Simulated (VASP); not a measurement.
# AlO (Immm) in VASP: single point with PBE

Aim: the single point of AlO with PBE.

Program: VASP 6.6.1. These are calculated values, not measurements. Logs are shortened: lines on timing, memory, paths and dates and some standing lists are left out, and cuts for length are marked.

## Step 1: The cell of the first run

Symmetry: Immm, No. 71, orthorhombic system. Conventional cell: a = 3.282 Å, b = 3.762 Å, c = 8.348 Å, α = 90.00°, β = 90.00°, γ = 90.00°. Within 2.5 Å of Al (site symmetry mm2) lie 4 O at 1.91 to 1.98 Å. O (site symmetry mm2) has 4 Al at 1.91 to 1.98 Å within 2.5 Å.

## Step 2: Single point, PBE

Contents of INCAR:

```
PREC = Accurate ; ENCUT = 520
EDIFF = 1E-6 ; ISMEAR = 0
SIGMA = 0.02 ; LREAL = F
LASPH = T ; NELM = 60
ALGO = Normal ; ISIF = 2
LWAVE = F ; LCHARG = F
GGA = PE ; NBANDS = 17
```

Contents of KPOINTS:

```
Automatic mesh
0
Gamma
  12 12 12
```

Contents of POSCAR:

```
AlO
1.0
   -1.6410102504      1.8811149183      4.1739308049
    1.6410102504     -1.8811149183      4.1739308049
    1.6410102504      1.8811149183     -4.1739308049
Al O
2 2
Direct
    0.3444785369      0.8444785369      0.5000000000
    0.6555214631      0.1555214631      0.5000000000
    0.2284783787      0.2284783787      0.0000000000
    0.7715216213      0.7715216213      0.0000000000
```

Potentials or basis: VASP PAW PBE potentials, release 64 (Al, O).

Command:

```sh
$ cat potpaw_PBE.64/Al/POTCAR potpaw_PBE.64/O/POTCAR > POTCAR
$ mpirun -np 1 vasp_std > vasp.out
```

OUTCAR:

```text
PREC = Accurate
   ENCUT = 520
   EDIFF = 1E-6
   ISMEAR = 0
   LREAL = F
   LASPH = T
   NELM = 60
   ISIF = 2
   GGA = PE

 ion  position               nearest neighbor table
   1  0.344  0.844  0.500-   3 1.91   3 1.91   4 1.98   4 1.98   2 2.60   2 2.95   2 2.95   2 2.95
                             2 2.95
   2  0.656  0.156  0.500-   4 1.91   4 1.91   3 1.98   3 1.98   1 2.60   1 2.95   1 2.95   1 2.95
                             1 2.95
   3  0.228  0.228  0.000-   1 1.91   1 1.91   2 1.98   2 1.98
   4  0.772  0.772  0.000-   2 1.91   2 1.91   1 1.98   1 1.98

  LATTYP: Found a body centered orthorhombic cell.
 ALAT       =     3.2820205008
 B/A-ratio  =     1.1463151542
 C/A-ratio  =     2.5435129390

  Lattice vectors:

 A1 = (  -1.6410102504,   1.8811149183,   4.1739308049)
 A2 = (   1.6410102504,  -1.8811149183,   4.1739308049)
 A3 = (   1.6410102504,   1.8811149183,  -4.1739308049)

Analysis of symmetry for initial positions (statically):
=====================================================================
 Subroutine PRICEL returns:
 Original cell was already a primitive cell.

 Routine SETGRP: Setting up the symmetry group for a
 body centered orthorhombic supercell.

 Subroutine GETGRP returns: Found  8 space group operations
 (whereof  8 operations were pure point group operations)
 out of a pool of  8 trial point group operations.

The static configuration has the point symmetry D_2h.

Analysis of symmetry for dynamics (positions and initial velocities):
=====================================================================
 Subroutine PRICEL returns:
 Original cell was already a primitive cell.

 Routine SETGRP: Setting up the symmetry group for a
 body centered orthorhombic supercell.

 Subroutine GETGRP returns: Found  8 space group operations
 (whereof  8 operations were pure point group operations)
 out of a pool of  8 trial point group operations.

The dynamic configuration has the point symmetry D_2h.

 Subroutine INISYM returns: Found  8 space group operations
 (whereof  8 operations are pure point group operations),
 and found     1 'primitive' translations

----------------------------------------------------------------------------------------

                                     Primitive cell

  volume of cell :      51.5385

  direct lattice vectors                    reciprocal lattice vectors
    -1.641010250  1.881114918  4.173930805     0.000000000  0.265799816  0.119791157
     1.641010250 -1.881114918  4.173930805     0.304690358  0.000000000  0.119791157
     1.641010250  1.881114918 -4.173930805     0.304690358  0.265799816  0.000000000

  length of vectors
     4.863456214  4.863456214  4.863456214     0.291546675  0.327392937  0.404333719

  position of ions in fractional coordinates (direct lattice)
     0.344478537  0.844478537  0.500000000
     0.655521463  0.155521463  0.500000000
     0.228478379  0.228478379  0.000000000
     0.771521621  0.771521621  0.000000000

  ion indices of the primitive-cell ions
   primitive index   ion index
                 1           1
                 2           2
                 3           3
                 4           4

----------------------------------------------------------------------------------------

 KPOINTS: Automatic mesh

Automatic generation of k-mesh.
 Grid dimensions read from file:
 generate k-points for:   12   12   12

 Generating k-lattice:

  Cartesian coordinates                     Fractional coordinates (reciprocal lattice)
     0.000000000  0.022149985  0.009982596     0.083333333 -0.000000000  0.000000000
     0.025390863  0.000000000  0.009982596     0.000000000  0.083333333  0.000000000
     0.025390863  0.022149985  0.000000000     0.000000000 -0.000000000  0.083333333

  Length of vectors
     0.024295556  0.027282745  0.033694477

  Shift w.r.t. Gamma in fractional coordinates (k-lattice)
     0.000000000  0.000000000  0.000000000

 Subroutine IBZKPT returns following result:
 ===========================================

 Found    280 irreducible k-points:

 Following reciprocal coordinates:
            Coordinates               Weight
  0.000000  0.000000  0.000000      1.000000
  0.083333  0.000000 -0.000000      4.000000
  0.166667  0.000000 -0.000000      4.000000
  0.250000  0.000000 -0.000000      4.000000
  0.333333  0.000000 -0.000000      4.000000
  0.416667 -0.000000  0.000000      4.000000
[... 16 lines left out ...]
  0.250000  0.166667 -0.000000      8.000000
  0.333333  0.166667 -0.000000      8.000000
 [... further k-points ...]
   k-points           NKPTS =    280   k-points in BZ     NKDIM =    280   number of bands    NBANDS=     17
   number of dos      NEDOS =    301   number of ions     NIONS =      4
   total plane-waves  NPLWV =  46656
   dimension x,y,z NGX =    36 NGY =   36 NGZ =   36
   dimension x,y,z NGXF=    72 NGYF=   72 NGZF=   72
   ions per type =               2   2
   NGX,Y,Z   is equivalent  to a cutoff of  12.31, 12.31, 12.31 a.u.
   NGXF,Y,Z  is equivalent  to a cutoff of  24.61, 24.61, 24.61 a.u.
 SYSTEM =  unknown system
   PREC   = accura    normal or accurate (medium, high low for compatibility)
   ISTART =      0    job   : 0-new  1-cont  2-samecut
   ICHARG =      2    charge: 1-file 2-atom 10-const
   ISPIN  =      1    spin polarized calculation?
   LNONCOLLINEAR =      F non collinear calculations
   LSORBIT =      F    spin-orbit coupling
   LASPH  =      T    aspherical Exc in radial PAW
   ENCUT  =  520.0 eV  38.22 Ry    6.18 a.u.   9.04  9.04  9.04*2*pi/ulx,y,z
   NELM   =     60;   NELMIN=  2; NELMDL= -5     # of ELM steps
   EDIFF  = 0.1E-05   stopping-criterion for ELM
   LREAL  =      F    real-space projection
   EDIFFG = 0.1E-04   stopping-criterion for IOM
   NSW    =      0    number of steps for IOM
   IBRION =     -1    ionic relax: 0-MD 1-quasi-New 2-CG
   NFREE  =      0    steps in history (QN), initial steepest desc. (CG)
   ISIF   =      2    stress and relaxation
   ISYM   =      2    0-nonsym 1-usesym 2-fastsym
   POTIM  = 0.5000    time-step for ionic-motion
   TEBEG  =    0.0;   TEEND  =   0.0 temperature during run
   PSTRESS=    0.0 pullay stress
   NELECT =      18.0000    total number of electrons
   NUPDOWN=      -1.0000    fix difference up-down
   EMIN   =  10.00;   EMAX   =-10.00  energy-range for DOS
   EFERMI =   0.00;   METHOD = LEGACY
   ISMEAR =     0;   SIGMA  =   0.02  broadening in eV -4-tet -1-fermi 0-gaus
   EFERMI_NEDOS =   21; number of points for ismear=-14 and -15
   IALGO  =     38    algorithm
   IMIX   =      4    mixing-type and parameters
     AMIX     =   0.40;   BMIX     =  1.00
     AMIX_MAG =   1.60;   BMIX_MAG =  1.00
  volume/ion in A,a.u.               =      12.88        86.95
  Fermi-wavevector in a.u.,A,eV,Ry     =   1.152891  2.178649 18.084299  1.329158
  Thomas-Fermi vector in A             =   2.289539
   LORBIT       =      0    0 simple, 1 ext, 2 COOP (PROOUT), +10 PAW based schemes
   GGA     = PE    functional components
   LHFCALC =     F    Hartree Fock is set to
   AEXX    =    0.0000 exact exchange contribution
   IVDW    =     0    specifies the selected vdW correction
   LEPSILON=     F    determine dielectric tensor
   LRPA    =     F    only Hartree local field effects (RPA)
 non-spin polarized calculation
 Gauss-broadening in eV      SIGMA  =   0.02
  energy-cutoff  :      520.00
  volume of cell :       51.54
 maximum number of plane-waves:      1408
   NGX = 19   NGY = 19   NGZ = 19

 number of electron      17.9999999 magnetization

 Free energy of the ion-electron system (eV)
  ---------------------------------------------------
  ext. energy  EPLUGINS =         0.00000000
  ---------------------------------------------------
  free energy    TOTEN  =       -26.73496084 eV

  energy without entropy =      -26.73496084  energy(sigma->0) =      -26.73496084

 E-fermi :   5.6414     XC(G=0):  -9.7085

 val. band max:        5.5283158302   @ k =  -0.3333   0.3333   0.3333
 cond. band min:       7.6358215286   @ k =   0.0000   0.5000  -0.0000
 fundamental gap:      2.1075056985
 Fermi energy:         5.6413629835

 k-point     1 :       0.0000    0.0000    0.0000
  band No.  band energies     occupation
      1     -15.4350      2.00000
      2     -12.8649      2.00000
      3      -2.1289      2.00000
      4      -1.0245      2.00000
      5      -0.7125      2.00000
      6       1.4723      2.00000
[... 9 lines left out ...]
     16      17.1417      0.00000
     17      18.0422      0.00000

 k-point     2 :       0.0833    0.0000   -0.0000
  band No.  band energies     occupation
      1     -15.3970      2.00000
      2     -12.9164      2.00000
      3      -2.0995      2.00000
      4      -0.9837      2.00000
      5      -0.6934      2.00000
      6       1.4090      2.00000
[... 9 lines left out ...]
     16      17.2670      0.00000
     17      17.9466      0.00000

 k-point     3 :       0.1667    0.0000   -0.0000
  band No.  band energies     occupation
      1     -15.2848      2.00000
      2     -13.0651      2.00000
      3      -2.0135      2.00000
      4      -0.8623      2.00000
      5      -0.6214      2.00000
      6       1.0394      2.00000
[... 9 lines left out ...]
     16      17.3732      0.00000
     17      17.6139      0.00000

 k-point     4 :       0.2500    0.0000   -0.0000
  band No.  band energies     occupation
      1     -15.1033      2.00000
      2     -13.2957      2.00000
      3      -1.8735      2.00000
      4      -0.6635      2.00000
      5      -0.4714      2.00000
      6       0.5256      2.00000
[... 9 lines left out ...]
     16      16.8648      0.00000
     17      18.1021      0.00000
[... 343 lines left out ...]
      1     -15.1102      2.00000
      2     -13.1738      2.00000
      3      -2.2070      2.00000
      4      -0.9710      2.00000
      5      -0.4241      2.00000
      6       0.3558      2.00000
[... 9 lines left out ...]
     16      16.9046      0.00000
     17      17.6865      0.00000

 k-point    23 :       0.2500    0.1667   -0.0000
  band No.  band energies     occupation
      1     -14.9408      2.00000
      2     -13.3628      2.00000
      3      -2.3154      2.00000
      4      -0.9020      2.00000
      5      -0.2196      2.00000
      6       0.0702      2.00000
[... 9 lines left out ...]
     16      16.8637      0.00000
     17      17.4622      0.00000

 k-point    24 :       0.3333    0.1667   -0.0000
  band No.  band energies     occupation
      1     -14.7181      2.00000
      2     -13.6068      2.00000
      3      -2.3043      2.00000
      4      -0.9358      2.00000
      5      -0.5447      2.00000
      6       0.5610      2.00000
[... 9 lines left out ...]
     16      17.1286      0.00000
     17      17.2913      0.00000

 [... further k-points ...]

------------------------ aborting loop because EDIFF is reached ----------------------------------------

  FORCE on cell =-STRESS in cart. coord.  units (eV):
  Direction    XX          YY          ZZ          XY          YZ          ZX
  --------------------------------------------------------------------------------------
  -------------------------------------------------------------------------------------
  Total       -0.0121297     -0.0305640     -0.0492178      0.0000000      0.0000000      0.0000000
  in kB       -0.3770747     -0.9501432     -1.5300335      0.0000000      0.0000000      0.0000000
  external PRESSURE =      -0.9524171 kB  Pullay stress =       0.0000000 kB

 VOLUME and BASIS-vectors are now :
 -----------------------------------------------------------------------------
  energy-cutoff  :      520.00
  volume of cell :       51.54
      direct lattice vectors                 reciprocal lattice vectors
    -1.641010250  1.881114918  4.173930805     0.000000000  0.265799816  0.119791157
     1.641010250 -1.881114918  4.173930805     0.304690358  0.000000000  0.119791157
     1.641010250  1.881114918 -4.173930805     0.304690358  0.265799816  0.000000000

 POSITION                                       TOTAL-FORCE (eV/Angst)
 -----------------------------------------------------------------------------------
      1.64101      0.00000      2.87566         0.000000      0.000000      0.002342
      0.00000      1.88111      1.29827        -0.000000     -0.000000     -0.002342
      0.00000      0.00000      1.90731        -0.000000     -0.000000      0.000659
      0.00000      0.00000      6.44056         0.000000      0.000000     -0.000659
 -----------------------------------------------------------------------------------
    total drift:                                0.000000     -0.000000      0.000000

  FREE ENERGIE OF THE ION-ELECTRON SYSTEM (eV)
  ---------------------------------------------------
  free  energy   TOTEN  =       -26.7349608359 eV

  energy  without entropy=      -26.7349608359  energy(sigma->0) =      -26.73496084
```

It took 2.8 min on 1 thread of AMD EPYC 9R45 (Zen 5), shared host; peak memory 0.31 GiB.

What came out:

```
Free energy            : -26.7350 eV
Pressure               : -0.1 GPa
Band gap on the k mesh : 2.11 eV, indirect (least direct gap 2.43 eV)
```

Forces in eV/Å, atoms in the order of the input:
```
Al   0.000  0.000  0.002
Al   0.000  0.000 -0.002
O    0.000  0.000  0.001
O    0.000  0.000 -0.001
```

A k mesh can miss the band edges. Expect the measured gap to be larger: semilocal functionals such as PBE lack the derivative discontinuity.
